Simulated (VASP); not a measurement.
# Sn (P6_3/mmc) in VASP: notebook, part 2 of 2

VASP 6.6.1. The steps go on from the part before.

## 3. Single point, PBE

This run uses another cell than the first one, of 36.85 Å³/atom, 1.040 times its volume.

INCAR reads:

```
SYSTEM = Sn
ALGO = Normal
EDIFF = 1E-6
ENCUT = 520
GGA = PE
ISIF = 2
ISMEAR = -1
LASPH = .TRUE.
LCHARG = .TRUE.
LELF = .TRUE.
LREAL = .FALSE.
LVHAR = .TRUE.
LWAVE = .FALSE.
NBANDS = 66
NELM = 80
PREC = Accurate
SIGMA = 0.02
```

KPOINTS reads:

```
k-points
0
G
  6 6 2
  0 0 0
```

POSCAR reads:

```
Sn
1.0
    4.7155391291      0.0000000000      0.0000000000
   -2.3577695646      4.0837766783      0.0000000000
    0.0000000000      0.0000000000     15.3076999872
Sn
8
Direct
    0.0000000000      0.0000000000     -0.0001317997
    0.3333333333      0.6666666667      0.2491266027
    0.0000000000      0.0000000000      0.4998682003
    0.6666666667      0.3333333333      0.7491266027
    0.0000000000      0.0000000000      0.1876317997
    0.3333333333      0.6666666667      0.4383733973
    0.0000000000      0.0000000000      0.6876317997
    0.6666666667      0.3333333333      0.9383733973
```

Potentials or basis: VASP PAW PBE potentials, release 64 (Sn_d).

Started as:

```console
cat potpaw_PBE.64/Sn_d/POTCAR > POTCAR
mpirun -np 1 vasp_std > vasp.out
```

OUTCAR:

```text
SYSTEM = Sn
   EDIFF = 1E-6
   ENCUT = 520
   GGA = PE
   ISIF = 2
   ISMEAR = -1
   LASPH = .TRUE.
   LREAL = .FALSE.
   NELM = 80
   PREC = Accurate

 ion  position               nearest neighbor table
   1  0.000  0.000  1.000-   5 2.87   8 2.88   8 2.88   8 2.88
   2  0.333  0.667  0.249-   5 2.88   5 2.88   5 2.88   6 2.90
   3  0.000  0.000  0.500-   7 2.87   6 2.88   6 2.88   6 2.88
   4  0.667  0.333  0.749-   7 2.88   7 2.88   7 2.88   8 2.90
   5  0.000  0.000  0.188-   1 2.87   2 2.88   2 2.88   2 2.88
   6  0.333  0.667  0.438-   3 2.88   3 2.88   3 2.88   2 2.90
   7  0.000  0.000  0.688-   3 2.87   4 2.88   4 2.88   4 2.88
   8  0.667  0.333  0.938-   1 2.88   1 2.88   1 2.88   4 2.90

  LATTYP: Found a hexagonal cell.
 ALAT       =     4.7155391291
 C/A-ratio  =     3.2462247832

  Lattice vectors:

 A1 = (   4.7155391291,   0.0000000000,   0.0000000000)
 A2 = (  -2.3577695646,   4.0837766783,   0.0000000000)
 A3 = (   0.0000000000,   0.0000000000,  15.3076999872)

Analysis of symmetry for initial positions (statically):
=====================================================================
 Subroutine PRICEL returns:
 Original cell was already a primitive cell.

 Routine SETGRP: Setting up the symmetry group for a
 hexagonal supercell.

 Subroutine GETGRP returns: Found 24 space group operations
 (whereof  6 operations were pure point group operations)
 out of a pool of 24 trial point group operations.

The static configuration has the point symmetry C_3v.
 The point group associated with its full space group is D_6h.

Analysis of symmetry for dynamics (positions and initial velocities):
=====================================================================
 Subroutine PRICEL returns:
 Original cell was already a primitive cell.

 Routine SETGRP: Setting up the symmetry group for a
 hexagonal supercell.

 Subroutine GETGRP returns: Found 24 space group operations
[... 128 lines left out ...]
  Thomas-Fermi vector in A             =   2.321901
   LORBIT       =      0    0 simple, 1 ext, 2 COOP (PROOUT), +10 PAW based schemes
   GGA     = PE    functional components
   LHFCALC =     F    Hartree Fock is set to
   AEXX    =    0.0000 exact exchange contribution
   IVDW    =     0    specifies the selected vdW correction
   LEPSILON=     F    determine dielectric tensor
   LRPA    =     F    only Hartree local field effects (RPA)
 non-spin polarized calculation
  energy-cutoff  :      520.00
  volume of cell :      294.78
 maximum number of plane-waves:      8007
 NGX is ok and might be reduce to    36
   NGX = 17   NGY = 17   NGZ = 57

 number of electron     112.0000055 magnetization

 Free energy of the ion-electron system (eV)
  ---------------------------------------------------
  ext. energy  EPLUGINS =         0.00000000
  ---------------------------------------------------
  free energy    TOTEN  =       -30.65459972 eV

  energy without entropy =      -30.65314387  energy(sigma->0) =      -30.65387179

 E-fermi :   4.7448     XC(G=0):  -8.5430

 val. band max:        4.7193319071   @ k =   0.0000   0.0000   0.5000
 cond. band min:       4.9409646071   @ k =   0.0000   0.0000   0.0000
 fundamental gap:      0.2216327000
 Fermi energy:         4.7447840230

 k-point     1 :       0.0000    0.0000    0.0000
  band No.  band energies     occupation
      1     -16.7075      2.00000
      2     -16.7075      2.00000
      3     -16.6972      2.00000
      4     -16.6972      2.00000
      5     -16.6915      2.00000
      6     -16.6915      2.00000
[... 955 lines left out ...]
     65       9.0906      0.00000
     66       9.0906      0.00000

------------------------ aborting loop because EDIFF is reached ----------------------------------------

  FORCE on cell =-STRESS in cart. coord.  units (eV):
  Direction    XX          YY          ZZ          XY          YZ          ZX
  --------------------------------------------------------------------------------------
  -------------------------------------------------------------------------------------
  Total       -0.1008152     -0.1008152     -0.1123686      0.0000000      0.0000000      0.0000000
  in kB       -0.5479404     -0.5479404     -0.6107344      0.0000000      0.0000000      0.0000000
  external PRESSURE =      -0.5688717 kB  Pullay stress =       0.0000000 kB

 VOLUME and BASIS-vectors are now :
 -----------------------------------------------------------------------------
  energy-cutoff  :      520.00
  volume of cell :      294.78
      direct lattice vectors                 reciprocal lattice vectors
     4.715539129  0.000000000  0.000000000     0.212064829  0.122435686  0.000000000
    -2.357769565  4.083776678  0.000000000     0.000000000  0.244871372  0.000000000
     0.000000000  0.000000000 15.307699987     0.000000000  0.000000000  0.065326600

 POSITION                                       TOTAL-FORCE (eV/Angst)
 -----------------------------------------------------------------------------------
      0.00000      0.00000     15.30568         0.000000      0.000000     -0.000694
     -0.00000      2.72252      3.81356         0.000000     -0.000000     -0.001082
      0.00000      0.00000      7.65183        -0.000000     -0.000000     -0.000694
      2.35777      1.36126     11.46741        -0.000000     -0.000000     -0.001082
      0.00000      0.00000      2.87221        -0.000000     -0.000000      0.000694
     -0.00000      2.72252      6.71049         0.000000      0.000000      0.001082
      0.00000      0.00000     10.52606         0.000000      0.000000      0.000694
      2.35777      1.36126     14.36434         0.000000      0.000000      0.001082
 -----------------------------------------------------------------------------------
    total drift:                                0.000000     -0.000000      0.000000

  FREE ENERGIE OF THE ION-ELECTRON SYSTEM (eV)
  ---------------------------------------------------
  free  energy   TOTEN  =       -30.6545997210 eV

  energy  without entropy=      -30.6531438682  energy(sigma->0) =      -30.65387179
```

OSZICAR:

```text
N       E                     dE             d eps       ncg     rms          rms(c)
DAV:   1     0.130206800931E+04    0.13021E+04   -0.54493E+04  1946   0.242E+03
DAV:   2     0.190062524305E+03   -0.11120E+04   -0.10927E+04  1848   0.685E+02
DAV:   3    -0.163200276654E+02   -0.20638E+03   -0.19976E+03  2028   0.236E+02
DAV:   4    -0.303559301900E+02   -0.14036E+02   -0.13756E+02  2142   0.660E+01
DAV:   5    -0.308205997853E+02   -0.46467E+00   -0.46269E+00  2456   0.121E+01    0.592E+00
DAV:   6    -0.307058247200E+02    0.11478E+00   -0.23581E-01  2500   0.300E+00    0.338E+00
DAV:   7    -0.306446125225E+02    0.61212E-01   -0.15602E-01  2014   0.268E+00    0.374E-01
DAV:   8    -0.306516681715E+02   -0.70556E-02   -0.20344E-02  2572   0.128E+00    0.156E-01
DAV:   9    -0.306539292522E+02   -0.22611E-02   -0.25898E-03  2002   0.584E-01    0.578E-02
DAV:  10    -0.306544571674E+02   -0.52792E-03   -0.59904E-04  2108   0.215E-01    0.238E-02
DAV:  11    -0.306545718609E+02   -0.11469E-03   -0.18260E-04  2004   0.126E-01    0.770E-03
DAV:  12    -0.306545970694E+02   -0.25209E-04   -0.56471E-05  2328   0.337E-02    0.270E-03
DAV:  13    -0.306545998374E+02   -0.27680E-05   -0.48717E-06  1868   0.160E-02    0.182E-03
DAV:  14    -0.306545997210E+02    0.11639E-06   -0.74920E-07  1220   0.140E-02
   1 F= -.30654600E+02 E0= -.30653872E+02  d E =-.145585E-02
```

stdout:

```text
POSCAR found type information on POSCAR Sn
 POSCAR found :  1 types and       8 ions
 scaLAPACK will be used
 LDA part: xc-table for (Slater+PW92), standard interpolation
 POSCAR, INCAR and KPOINTS ok, starting setup
 FFT: planning ... GRIDC
 FFT: planning ... GRID_SOFT
 FFT: planning ... GRID
 WAVECAR not read
 entering main loop
```

Run time: 3.3 min. Hardware: 1 thread of AMD EPYC 9R45 (Zen 5), shared host; peak memory 0.46 GiB.

Results:

```yaml
Free_energy: -30.6546 eV
Pressure: -0.1 GPa
Band_gap_on_the_k_mesh: zero (band 56 reaches 4.94 eV, above the bottom of band 57 at 4.72 eV)
```

Caveat: spin-orbit coupling is left out, which moves the levels of the heavy elements.

## 4. Single point, r2SCAN

POSCAR reads:

```
Sn
1.0
    4.6438456357      0.0000000000      0.0000000000
   -2.3219228179      4.0216882918      0.0000000000
    0.0000000000      0.0000000000     15.1702589444
Sn
8
Direct
    0.0000000000      0.0000000000      0.0002440793
    0.3333333333      0.6666666667      0.2495577081
    0.0000000000      0.0000000000      0.5002440793
    0.6666666667      0.3333333333      0.7495577081
    0.0000000000      0.0000000000      0.1872559207
    0.3333333333      0.6666666667      0.4379422919
    0.0000000000      0.0000000000      0.6872559207
    0.6666666667      0.3333333333      0.9379422919
```

INCAR.step1 reads:

```
SYSTEM = Sn
ALGO = Normal
EDIFF = 1E-4
ENCUT = 520
GGA = PE
ISMEAR = -1
LASPH = .True.
LCHARG = .False.
LREAL = .False.
LWAVE = .True.
NBANDS = 66
NELM = 80
PREC = Accurate
SIGMA = 0.02
```

INCAR.step2 reads:

```
SYSTEM = Sn
ALGO = Normal
EDIFF = 1E-6
ENCUT = 520
ISIF = 2
ISMEAR = -1
ISTART = 1
LASPH = .True.
LCHARG = .True.
LELF = .True.
LMIXTAU = .True.
LREAL = .False.
LVHAR = .True.
LWAVE = .False.
METAGGA = R2SCAN
NBANDS = 66
NELM = 80
PREC = Accurate
SIGMA = 0.02
```

KPOINTS reads:

```
k-points
0
Gamma
  6 6 2
  0 0 0
```

Started as:

```console
cat potpaw_PBE.64/Sn_d/POTCAR > POTCAR
cp INCAR.step1 INCAR
mpirun -np 1 vasp_std > vasp.out
cp INCAR.step2 INCAR
mpirun -np 1 vasp_std > vasp.out
```

Run time: 14 min. Hardware: 1 thread of Intel Xeon Platinum 8259CL at 2.50GHz (Skylake/Cascade Lake), shared host; peak memory 0.5 GiB.

Results (log left out):

```
Free energy   : -197.8644 eV
Pressure      : 0.0 GPa
Largest force : 0.004 eV/Å
```

Forces in eV/Å, atoms in the order of the input:
```
Sn   0.000  0.000  0.003
Sn   0.000  0.000  0.004
Sn   0.000  0.000  0.003
Sn   0.000  0.000  0.004
Sn   0.000  0.000 -0.003
Sn   0.000  0.000 -0.004
Sn   0.000  0.000 -0.003
Sn   0.000  0.000 -0.004
```

Levels at points of the mesh, in eV from the Fermi level:
```tsv
k point	band 52	band 53	band 54	band 55	band 56	band 57	band 58	band 59	band 60	band 61
(0.00, 0.00, 0.00)	-0.73	-0.73	-0.60	-0.11	0.00	0.03	0.03	0.30	0.54	2.11
(0.50, 0.00, 0.00)	-2.03	-2.02	-2.00	-1.51	-1.24	0.25	0.50	0.80	1.43	1.78
(0.00, 0.00, 0.50)	-1.13	-0.26	-0.26	-0.26	-0.26	0.05	0.05	0.73	0.73	2.44
(0.50, 0.00, 0.50)	-2.43	-2.08	-2.08	-1.51	-1.51	0.73	0.73	1.18	1.18	2.14
```

Caveat: the PAW data sets were made with another functional, which shifts forces and pressure a little; spin-orbit coupling is left out, which moves the levels of the heavy elements.

## 5. Overview

| level | cell | gap on the mesh (eV) | pressure (GPa) |
| --- | --- | --- | --- |
| PBE | a = 4.644, b = 4.644, c = 15.170 Å, angles 90.0, 90.0, 120.0°, 8 atoms | none | 1.5 |
| PBE | a = 4.716, b = 4.716, c = 15.308 Å, angles 90.0, 90.0, 120.0°, 8 atoms | none | -0.1 |
| r2SCAN | a = 4.644, b = 4.644, c = 15.170 Å, angles 90.0, 90.0, 120.0°, 8 atoms | - | 0.0 |

Alike in all rows: task single point; potentials or basis VASP PAW PBE potentials, release 64 (Sn_d); no spin polarisation; k mesh 6 × 6 × 2; cutoff (eV) 520; smearing fermi-dirac 0.02 eV.

Caveats: spin-orbit coupling is left out, which moves the levels of the heavy elements; the PAW data sets were made with another functional, which shifts forces and pressure a little (some runs).

Total energies depend on the potentials used, so only differences within one code and one set of settings carry meaning.
